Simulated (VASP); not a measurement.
# SiC (I-4m2) in VASP: a series of runs

Runs on SiC. Level: PBEsol. Tasks: single point, relaxation of the atoms.

All numbers are computed with VASP 6.6.1; they aren't measurements. Logs are shortened: lines on timing, memory, paths and dates and some standing lists are left out, and cuts for length are marked.

**1. The cell of the first run**

It takes space group I-4m2 (No. 119, tetragonal). The conventional cell has a = 3.089 Å, b = 3.089 Å, c = 4.313 Å, α = 90.00°, β = 90.00°, γ = 90.00°. Si (site symmetry -4m2) has 4 C at 1.88 Å within 2.5 Å. C (site symmetry -4m2) has 4 Si at 1.88 Å within 2.5 Å.

**2. Single point, PBEsol**

Input file INCAR:

```
PREC = Accurate
ENCUT = 600
EDIFF = 1E-6
ISMEAR = 0
SIGMA = 0.01
LREAL = False
LASPH = True
NELM = 120
ALGO = Normal
ISIF = 2
LWAVE = False
LCHARG = True
GGA = PS
LELF = True
LVHAR = True
NBANDS = 11
GGA_COMPAT = False
```

Input file KPOINTS:

```
Automatic mesh
0
Gamma
  10 10 10
```

Input file POSCAR:

```
SiC
1.0
    0.0000000000      2.1842326346      2.1566458813
    2.1842326346      0.0000000000      2.1566458813
    2.1842326346      2.1842326346      0.0000000000
Si C
1 1
Direct
    0.0000000000      0.0000000000      0.0000000000
    0.2500000000      0.2500000000      0.2500000000
```

Potentials or basis: VASP PAW PBE potentials, release 64 (Si, C).

Run with:

```bash
> cat potpaw_PBE.64/Si/POTCAR potpaw_PBE.64/C/POTCAR > POTCAR
> mpirun -np 1 vasp_std > vasp.out
```

OUTCAR:

```text
PREC = Accurate
   ENCUT = 600
   EDIFF = 1E-6
   ISMEAR = 0
   LREAL = False
   LASPH = True
   NELM = 120
   ISIF = 2
   GGA = PS

 ion  position               nearest neighbor table
   1  0.000  0.000  0.000-   2 1.88   2 1.88   2 1.88   2 1.88
   2  0.250  0.250  0.250-   1 1.88   1 1.88   1 1.88   1 1.88

  LATTYP: Found a body centered tetragonal cell.
 ALAT       =     3.0889714152
 C/A-ratio  =     1.3963521130

  Lattice vectors:

 A1 = (   0.0000000000,  -2.1842326346,  -2.1566458813)
 A2 = (   0.0000000000,   2.1842326346,  -2.1566458813)
 A3 = (   2.1842326346,   0.0000000000,   2.1566458813)

Analysis of symmetry for initial positions (statically):
=====================================================================
 Subroutine PRICEL returns:
 Original cell was already a primitive cell.

 Routine SETGRP: Setting up the symmetry group for a
 body centered tetragonal supercell.

 Subroutine GETGRP returns: Found  8 space group operations
 (whereof  8 operations were pure point group operations)
 out of a pool of 16 trial point group operations.

The static configuration has the point symmetry D_2d.

Analysis of symmetry for dynamics (positions and initial velocities):
=====================================================================
 Subroutine PRICEL returns:
 Original cell was already a primitive cell.

 Routine SETGRP: Setting up the symmetry group for a
 body centered tetragonal supercell.

 Subroutine GETGRP returns: Found  8 space group operations
 (whereof  8 operations were pure point group operations)
 out of a pool of 16 trial point group operations.

The dynamic configuration has the point symmetry D_2d.

 Subroutine INISYM returns: Found  8 space group operations
 (whereof  8 operations are pure point group operations),
 and found     1 'primitive' translations

----------------------------------------------------------------------------------------

                                     Primitive cell

  volume of cell :      20.5782

  direct lattice vectors                    reciprocal lattice vectors
     0.000000000  2.184232635  2.156645881    -0.228913346  0.228913346  0.231841493
     2.184232635  0.000000000  2.156645881     0.228913346 -0.228913346  0.231841493
     2.184232635  2.184232635  0.000000000     0.228913346  0.228913346 -0.231841493

  length of vectors
     3.069526618  3.069526618  3.088971415     0.398187289  0.398187289  0.398187289

  position of ions in fractional coordinates (direct lattice)
     0.000000000  0.000000000  0.000000000
[... 88 lines left out ...]
   PSTRESS=    0.0 pullay stress
   NELECT =       8.0000    total number of electrons
   NUPDOWN=      -1.0000    fix difference up-down
   EMIN   =  10.00;   EMAX   =-10.00  energy-range for DOS
   EFERMI =   0.00;   METHOD = LEGACY
   ISMEAR =     0;   SIGMA  =   0.01  broadening in eV -4-tet -1-fermi 0-gaus
   EFERMI_NEDOS =   21; number of points for ismear=-14 and -15
   IALGO  =     38    algorithm
   IMIX   =      4    mixing-type and parameters
     AMIX     =   0.40;   BMIX     =  1.00
     AMIX_MAG =   1.60;   BMIX_MAG =  1.00
  volume/ion in A,a.u.               =      10.29        69.43
  Fermi-wavevector in a.u.,A,eV,Ry     =   1.194820  2.257883 19.423619  1.427596
  Thomas-Fermi vector in A             =   2.330801
   LORBIT       =      0    0 simple, 1 ext, 2 COOP (PROOUT), +10 PAW based schemes
   GGA     = PS    functional components
   LHFCALC =     F    Hartree Fock is set to
   AEXX    =    0.0000 exact exchange contribution
   IVDW    =     0    specifies the selected vdW correction
   LEPSILON=     F    determine dielectric tensor
   LRPA    =     F    only Hartree local field effects (RPA)
 non-spin polarized calculation
 Gauss-broadening in eV      SIGMA  =   0.01
  energy-cutoff  :      600.00
  volume of cell :       20.58
 maximum number of plane-waves:       700
 NGX is ok and might be reduce to    28
   NGX = 13   NGY = 13   NGZ = 13

 number of electron       8.0000000 magnetization

 Free energy of the ion-electron system (eV)
  ---------------------------------------------------
  ext. energy  EPLUGINS =         0.00000000
  ---------------------------------------------------
  free energy    TOTEN  =       -15.91382980 eV

  energy without entropy =      -15.91382980  energy(sigma->0) =      -15.91382980

 E-fermi :   8.2581     XC(G=0): -11.5288

 val. band max:        8.1749318585   @ k =   0.0000   0.0000   0.0000
 cond. band min:       9.2708956786   @ k =   0.5000   0.5000   0.0000
 fundamental gap:      1.0959638201
 Fermi energy:         8.2581112739

 k-point     1 :       0.0000    0.0000    0.0000
  band No.  band energies     occupation
      1      -7.3493      2.00000
      2       8.0905      2.00000
      3       8.0905      2.00000
      4       8.1749      2.00000
      5      14.3683      0.00000
      6      15.3779      0.00000
      7      15.4110      0.00000
      8      15.4110      0.00000
      9      22.4132      0.00000
     10      22.7941      0.00000
     11      24.4672      0.00000
[... 309 lines left out ...]
 k-point    24 :       0.4000    0.3000    0.0000
  band No.  band energies     occupation
      1      -4.1300      2.00000
      2       2.5892      2.00000
      3       4.8904      2.00000
      4       5.3812      2.00000
      5      10.8303      0.00000
      6      13.5249      0.00000
      7      19.7517      0.00000
      8      19.9854      0.00000
      9      21.9495      0.00000
     10      26.1100      0.00000
     11      29.4164      0.00000

 [... further k-points ...]

------------------------ aborting loop because EDIFF is reached ----------------------------------------

  FORCE on cell =-STRESS in cart. coord.  units (eV):
  Direction    XX          YY          ZZ          XY          YZ          ZX
  --------------------------------------------------------------------------------------
  -------------------------------------------------------------------------------------
  Total        0.0289298      0.0289298      0.4297190      0.0000000      0.0000000     -0.0000000
  in kB        2.2524236      2.2524236     33.4571179      0.0000000      0.0000000     -0.0000000
  external PRESSURE =      12.6539884 kB  Pullay stress =       0.0000000 kB

 VOLUME and BASIS-vectors are now :
 -----------------------------------------------------------------------------
  energy-cutoff  :      600.00
  volume of cell :       20.58
      direct lattice vectors                 reciprocal lattice vectors
     0.000000000  2.184232635  2.156645881    -0.228913346  0.228913346  0.231841493
     2.184232635  0.000000000  2.156645881     0.228913346 -0.228913346  0.231841493
     2.184232635  2.184232635  0.000000000     0.228913346  0.228913346 -0.231841493

 POSITION                                       TOTAL-FORCE (eV/Angst)
 -----------------------------------------------------------------------------------
      0.00000      0.00000      0.00000         0.000000      0.000000     -0.000000
      1.09212      1.09212      1.07832        -0.000000     -0.000000      0.000000
 -----------------------------------------------------------------------------------
    total drift:                               -0.000000     -0.000000     -0.000000

  FREE ENERGIE OF THE ION-ELECTRON SYSTEM (eV)
  ---------------------------------------------------
  free  energy   TOTEN  =       -15.9138297971 eV

  energy  without entropy=      -15.9138297971  energy(sigma->0) =      -15.91382980
```

OSZICAR:

```text
N       E                     dE             d eps       ncg     rms          rms(c)
DAV:   1     0.357774423847E+01    0.35777E+01   -0.43518E+03  2340   0.693E+02
DAV:   2    -0.170787946757E+02   -0.20657E+02   -0.19629E+02  2826   0.114E+02
DAV:   3    -0.177234778542E+02   -0.64468E+00   -0.64321E+00  2759   0.165E+01
DAV:   4    -0.177259724820E+02   -0.24946E-02   -0.24945E-02  2623   0.129E+00
DAV:   5    -0.177259833532E+02   -0.10871E-04   -0.10871E-04  2767   0.801E-02    0.879E+00
DAV:   6    -0.159950726997E+02    0.17309E+01   -0.60498E+00  2538   0.109E+01    0.395E+00
DAV:   7    -0.159285154145E+02    0.66557E-01   -0.37998E-01  2684   0.347E+00    0.177E+00
DAV:   8    -0.159140132273E+02    0.14502E-01   -0.21238E-02  2583   0.929E-01    0.164E-01
DAV:   9    -0.159137847866E+02    0.22844E-03   -0.17534E-03  2784   0.222E-01    0.110E-01
DAV:  10    -0.159138293457E+02   -0.44559E-04   -0.12396E-04  2592   0.706E-02    0.256E-02
DAV:  11    -0.159138295210E+02   -0.17532E-06   -0.11980E-05  2703   0.192E-02    0.588E-03
DAV:  12    -0.159138297971E+02   -0.27612E-06   -0.67319E-07  1563   0.514E-03
   1 F= -.15913830E+02 E0= -.15913830E+02  d E =-.505118E-35
```

Run time: 55 s. Hardware: 1 thread of Intel Xeon 8259CL, shared host; peak memory 0.17 GiB.

Results:

```yaml
Free_energy: -15.9138 eV
Pressure: 1.3 GPa
Band_gap_on_the_k_mesh: 1.10 eV (least direct gap 4.43 eV)
```

Levels at points of the mesh, in eV from the valence-band top:
| k point | band 2 | band 3 | band 4 | band 5 | band 6 | band 7 |
| --- | --- | --- | --- | --- | --- | --- |
| (0.00, 0.00, 0.00) | -0.08 | -0.08 | 0.00 | 6.19 | 7.20 | 7.24 |
| (0.50, 0.00, 0.00) | -8.69 | -1.19 | -1.04 | 5.35 | 7.01 | 7.22 |
| (0.50, 0.50, 0.00) | -7.80 | -3.37 | -3.37 | 1.10 | 4.01 | 13.92 |
| (0.50, 0.00, 0.50) | -7.96 | -3.24 | -3.22 | 1.21 | 4.24 | 13.78 |

Caveat: the PAW data sets were made with another functional, which shifts forces and pressure a little. A k mesh can miss the band edges.

[end of part 1 of 2]
